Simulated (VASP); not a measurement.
# Ir (Fm-3m) in VASP: single point with PBE

Aim: the single point of Ir with PBE.

All numbers are computed with VASP 6.6.1; they aren't measurements. Logs are shortened: lines on timing, memory, paths and dates and some standing lists are left out, and cuts for length are marked.

**1. The cell of the first run**

Symmetry: Fm-3m, No. 225, cubic system. The conventional cell has a = 3.870 Å, b = 3.870 Å, c = 3.870 Å, α = 90.00°, β = 90.00°, γ = 90.00°. Ir (site symmetry m-3m) has 12 Ir at 2.74 Å within 3.6 Å.

**2. Single point, PBE**

INCAR

```
PREC = Accurate
ENCUT = 500
EDIFF = 1E-6
ISMEAR = -1
SIGMA = 0.1
LREAL = F
LASPH = T
NELM = 120
ALGO = Normal
ISIF = 2
LWAVE = F
LCHARG = F
GGA = PE
NBANDS = 10
GGA_COMPAT = F
```

KPOINTS

```
regular mesh
0
Gamma
  8 8 8
```

POSCAR

```
Ir
1.0
    0.0000000000      1.9350000000      1.9350000000
    1.9350000000      0.0000000000      1.9350000000
    1.9350000000      1.9350000000      0.0000000000
Ir
1
Direct
    0.0000000000      0.0000000000      0.0000000000
```

Potentials or basis: VASP PAW PBE potentials, release 64 (Ir).

Command:

```sh
$ cat potpaw_PBE.64/Ir/POTCAR > POTCAR
$ mpirun -np 1 vasp_std > vasp.out
```

OUTCAR:

```text
PREC = Accurate
   ENCUT = 500
   EDIFF = 1E-6
   ISMEAR = -1
   LREAL = F
   LASPH = T
   NELM = 120
   ISIF = 2
   GGA = PE

 ion  position               nearest neighbor table
   1  0.000  0.000  0.000-

  LATTYP: Found a face centered cubic cell.
 ALAT       =     3.8700000000

  Lattice vectors:

 A1 = (   0.0000000000,   1.9350000000,   1.9350000000)
 A2 = (   1.9350000000,   0.0000000000,   1.9350000000)
 A3 = (   1.9350000000,   1.9350000000,   0.0000000000)

Analysis of symmetry for initial positions (statically):
=====================================================================
 Subroutine PRICEL returns:
 Original cell was already a primitive cell.

 Routine SETGRP: Setting up the symmetry group for a
 face centered cubic supercell.

 Subroutine GETGRP returns: Found 48 space group operations
 (whereof 48 operations were pure point group operations)
 out of a pool of 48 trial point group operations.

The static configuration has the point symmetry O_h .

Analysis of symmetry for dynamics (positions and initial velocities):
=====================================================================
 Subroutine PRICEL returns:
 Original cell was already a primitive cell.

 Routine SETGRP: Setting up the symmetry group for a
 face centered cubic supercell.

 Subroutine GETGRP returns: Found 48 space group operations
 (whereof 48 operations were pure point group operations)
 out of a pool of 48 trial point group operations.

The dynamic configuration has the point symmetry O_h .

 Subroutine INISYM returns: Found 48 space group operations
 (whereof 48 operations are pure point group operations),
 and found     1 'primitive' translations

----------------------------------------------------------------------------------------

                                     Primitive cell

  volume of cell :      14.4902

  direct lattice vectors                    reciprocal lattice vectors
     0.000000000  1.935000000  1.935000000    -0.258397933  0.258397933  0.258397933
     1.935000000  0.000000000  1.935000000     0.258397933 -0.258397933  0.258397933
     1.935000000  1.935000000  0.000000000     0.258397933  0.258397933 -0.258397933

  length of vectors
     2.736503243  2.736503243  2.736503243     0.447558348  0.447558348  0.447558348

  position of ions in fractional coordinates (direct lattice)
     0.000000000  0.000000000  0.000000000

  ion indices of the primitive-cell ions
   primitive index   ion index
                 1           1

----------------------------------------------------------------------------------------

 KPOINTS: regular mesh

Automatic generation of k-mesh.
 Grid dimensions read from file:
 generate k-points for:    8    8    8

 Generating k-lattice:

  Cartesian coordinates                     Fractional coordinates (reciprocal lattice)
    -0.032299742  0.032299742  0.032299742     0.125000000  0.000000000  0.000000000
     0.032299742 -0.032299742  0.032299742     0.000000000  0.125000000  0.000000000
     0.032299742  0.032299742 -0.032299742     0.000000000  0.000000000  0.125000000

  Length of vectors
     0.055944794  0.055944794  0.055944794

  Shift w.r.t. Gamma in fractional coordinates (k-lattice)
     0.000000000  0.000000000  0.000000000

 Subroutine IBZKPT returns following result:
 ===========================================

 Found     29 irreducible k-points:

 Following reciprocal coordinates:
            Coordinates               Weight
  0.000000  0.000000  0.000000      1.000000
  0.125000  0.000000  0.000000      8.000000
  0.250000  0.000000  0.000000      8.000000
  0.375000  0.000000  0.000000      8.000000
  0.500000  0.000000  0.000000      4.000000
  0.125000  0.125000  0.000000      6.000000
[... 16 lines left out ...]
  0.500000  0.250000  0.125000     48.000000
 -0.375000  0.250000  0.125000     24.000000
 [... further k-points ...]
   k-points           NKPTS =     29   k-points in BZ     NKDIM =     29   number of bands    NBANDS=     10
   number of dos      NEDOS =    301   number of ions     NIONS =      1
   total plane-waves  NPLWV =   8000
   dimension x,y,z NGX =    20 NGY =   20 NGZ =   20
   dimension x,y,z NGXF=    40 NGYF=   40 NGZF=   40
   ions per type =               1
   NGX,Y,Z   is equivalent  to a cutoff of  12.15, 12.15, 12.15 a.u.
   NGXF,Y,Z  is equivalent  to a cutoff of  24.30, 24.30, 24.30 a.u.
 SYSTEM =  unknown system
   PREC   = accura    normal or accurate (medium, high low for compatibility)
   ISTART =      0    job   : 0-new  1-cont  2-samecut
   ICHARG =      2    charge: 1-file 2-atom 10-const
   ISPIN  =      1    spin polarized calculation?
   LNONCOLLINEAR =      F non collinear calculations
   LSORBIT =      F    spin-orbit coupling
   LASPH  =      T    aspherical Exc in radial PAW
   ENCUT  =  500.0 eV  36.75 Ry    6.06 a.u.   4.99  4.99  4.99*2*pi/ulx,y,z
   NELM   =    120;   NELMIN=  2; NELMDL= -5     # of ELM steps
   EDIFF  = 0.1E-05   stopping-criterion for ELM
   LREAL  =      F    real-space projection
   EDIFFG = 0.1E-04   stopping-criterion for IOM
   NSW    =      0    number of steps for IOM
   IBRION =     -1    ionic relax: 0-MD 1-quasi-New 2-CG
   NFREE  =      0    steps in history (QN), initial steepest desc. (CG)
   ISIF   =      2    stress and relaxation
   ISYM   =      2    0-nonsym 1-usesym 2-fastsym
   POTIM  = 0.5000    time-step for ionic-motion
   TEBEG  =    0.0;   TEEND  =   0.0 temperature during run
   PSTRESS=    0.0 pullay stress
   NELECT =       9.0000    total number of electrons
   NUPDOWN=      -1.0000    fix difference up-down
   EMIN   =  10.00;   EMAX   =-10.00  energy-range for DOS
   EFERMI =   0.00;   METHOD = LEGACY
   ISMEAR =    -1;   SIGMA  =   0.10  broadening in eV -4-tet -1-fermi 0-gaus
   EFERMI_NEDOS =   21; number of points for ismear=-14 and -15
   IALGO  =     38    algorithm
   IMIX   =      4    mixing-type and parameters
     AMIX     =   0.40;   BMIX     =  1.00
     AMIX_MAG =   1.60;   BMIX_MAG =  1.00
  volume/ion in A,a.u.               =      14.49        97.78
  Fermi-wavevector in a.u.,A,eV,Ry     =   1.396791  2.639552 26.545300  1.951025
  Thomas-Fermi vector in A             =   2.520110
   LORBIT       =      0    0 simple, 1 ext, 2 COOP (PROOUT), +10 PAW based schemes
   GGA     = PE    functional components
   LHFCALC =     F    Hartree Fock is set to
   AEXX    =    0.0000 exact exchange contribution
   IVDW    =     0    specifies the selected vdW correction
   LEPSILON=     F    determine dielectric tensor
   LRPA    =     F    only Hartree local field effects (RPA)
 non-spin polarized calculation
  energy-cutoff  :      500.00
  volume of cell :       14.49
 maximum number of plane-waves:       380
   NGX =  9   NGY =  9   NGZ =  9

 number of electron       9.0000000 magnetization

 Free energy of the ion-electron system (eV)
  ---------------------------------------------------
  ext. energy  EPLUGINS =         0.00000000
  ---------------------------------------------------
  free energy    TOTEN  =        -8.80520703 eV

  energy without entropy =       -8.75273907  energy(sigma->0) =       -8.77897305

 E-fermi :  10.0272     XC(G=0): -13.8456

 val. band max:       10.0009155113   @ k =  -0.3750   0.1250   0.0000
 cond. band min:      10.0658305774   @ k =  -0.3750   0.2500   0.0000
 fundamental gap:      0.0649150661
 Fermi energy:        10.0272404893

 k-point     1 :       0.0000    0.0000    0.0000
  band No.  band energies     occupation
      1      -0.8676      2.00000
      2       6.2494      2.00000
      3       6.2494      2.00000
      4       6.2494      2.00000
      5       8.8440      1.99999
      6       8.8440      1.99999
      7      24.3556      0.00000
      8      29.8138      0.00000
      9      29.8138      0.00000
     10      29.8138      0.00000

 k-point     2 :       0.1250    0.0000    0.0000
  band No.  band energies     occupation
      1      -0.2118      2.00000
      2       5.9418      2.00000
      3       6.5048      2.00000
      4       6.5048      2.00000
      5       8.7088      2.00000
      6       8.7088      2.00000
      7      25.4159      0.00000
      8      27.2398      0.00000
      9      30.8830      0.00000
     10      30.8830      0.00000

 k-point     3 :       0.2500    0.0000    0.0000
  band No.  band energies     occupation
      1       1.3015      2.00000
      2       5.7524      2.00000
      3       6.6802      2.00000
      4       6.6802      2.00000
      5       9.0226      1.99991
      6       9.0227      1.99991
      7      23.6826      0.00000
      8      26.6325      0.00000
      9      33.4161      0.00000
     10      33.4169      0.00000

 k-point     4 :       0.3750    0.0000    0.0000
  band No.  band energies     occupation
      1       2.1082      2.00000
      2       6.3432      2.00000
      3       6.3432      2.00000
      4       7.3983      2.00000
      5      10.1867      0.33760
      6      10.1867      0.33760
      7      19.7028      0.00000
      8      24.7719      0.00000
      9      31.1838      0.00000
     10      31.1838      0.00000

 k-point     5 :       0.5000    0.0000    0.0000
  band No.  band energies     occupation
      1       2.1443      2.00000
      2       6.1550      2.00000
      3       6.1550      2.00000
      4       9.2993      1.99862
      5      10.8532      0.00052
      6      10.8532      0.00052
      7      17.0190      0.00000
      8      23.9021      0.00000
      9      29.5771      0.00000
     10      29.5771      0.00000

 k-point     6 :       0.1250    0.1250    0.0000
  band No.  band energies     occupation
      1       0.0119      2.00000
      2       5.6214      2.00000
      3       6.7510      2.00000
      4       6.7510      2.00000
      5       8.1273      2.00000
      6       9.1018      1.99981
      7      25.8418      0.00000
      8      28.2270      0.00000
      9      29.9657      0.00000
     10      29.9657      0.00000
[... 183 lines left out ...]
 k-point    21 :       0.5000    0.5000    0.0000
  band No.  band energies     occupation
      1       2.3614      2.00000
      2       2.9119      2.00000
      3      10.8252      0.00068
      4      11.4055      0.00000
      5      11.4055      0.00000
      6      11.6962      0.00000
      7      20.1855      0.00000
      8      21.5920      0.00000
      9      21.5920      0.00000
     10      30.9130      0.00000

 k-point    22 :       0.3750    0.2500    0.1250
  band No.  band energies     occupation
      1       2.6705      2.00000
      2       4.6578      2.00000
      3       6.1743      2.00000
      4       8.1980      2.00000
      5       8.2610      2.00000
      6      10.7512      0.00143
      7      24.1253      0.00000
      8      26.6948      0.00000
      9      28.4022      0.00000
     10      30.4800      0.00000

 k-point    23 :       0.5000    0.2500    0.1250
  band No.  band energies     occupation
      1       3.5513      2.00000
      2       5.1817      2.00000
      3       5.5576      2.00000
      4       7.8191      2.00000
      5       9.8499      1.70973
      6      12.7637      0.00000
      7      20.0404      0.00000
      8      25.2199      0.00000
      9      26.6547      0.00000
     10      31.1886      0.00000

 k-point    24 :      -0.3750    0.2500    0.1250
  band No.  band energies     occupation
      1       3.5821      2.00000
      2       4.9573      2.00000
      3       6.5084      2.00000
      4       7.5143      2.00000
      5      10.5488      0.01080
      6      15.0529      0.00000
      7      16.4720      0.00000
      8      25.5813      0.00000
      9      25.6071      0.00000
     10      29.6172      0.00000

 [... further k-points ...]

------------------------ aborting loop because EDIFF is reached ----------------------------------------

  FORCE on cell =-STRESS in cart. coord.  units (eV):
  Direction    XX          YY          ZZ          XY          YZ          ZX
  --------------------------------------------------------------------------------------
  -------------------------------------------------------------------------------------
  Total        0.2102895      0.2102895      0.2102895      0.0000000     -0.0000000      0.0000000
  in kB       23.2517345     23.2517345     23.2517345      0.0000000     -0.0000000      0.0000000
  external PRESSURE =      23.2517345 kB  Pullay stress =       0.0000000 kB

 VOLUME and BASIS-vectors are now :
 -----------------------------------------------------------------------------
  energy-cutoff  :      500.00
  volume of cell :       14.49
      direct lattice vectors                 reciprocal lattice vectors
     0.000000000  1.935000000  1.935000000    -0.258397933  0.258397933  0.258397933
     1.935000000  0.000000000  1.935000000     0.258397933 -0.258397933  0.258397933
     1.935000000  1.935000000  0.000000000     0.258397933  0.258397933 -0.258397933

 POSITION                                       TOTAL-FORCE (eV/Angst)
 -----------------------------------------------------------------------------------
      0.00000      0.00000      0.00000        -0.000000      0.000000      0.000000
 -----------------------------------------------------------------------------------
    total drift:                                0.000000      0.000000      0.000000

  FREE ENERGIE OF THE ION-ELECTRON SYSTEM (eV)
  ---------------------------------------------------
  free  energy   TOTEN  =        -8.8052070340 eV

  energy  without entropy=       -8.7527390713  energy(sigma->0) =       -8.77897305
```

Run time: 8.3 s. Hardware: 1 thread of Intel Xeon 8259CL, shared host; peak memory 0.13 GiB.

What came out:

```yaml
Free_energy: -8.8052 eV
Pressure: 2.3 GPa
```

Levels at points of the mesh, in eV from the Fermi level:
```tsv
k point	band 1	band 2	band 3	band 4	band 5	band 6	band 7	band 8	band 9
(0.00, 0.00, 0.00)	-10.89	-3.78	-3.78	-3.78	-1.18	-1.18	14.33	19.79	19.79
(0.50, 0.00, 0.00)	-7.88	-3.87	-3.87	-0.73	0.83	0.83	6.99	13.87	19.55
(0.50, 0.50, 0.00)	-7.67	-7.12	0.80	1.38	1.38	1.67	10.16	11.56	11.56
```

Caveat: spin-orbit coupling is left out, which moves the levels of the heavy elements.
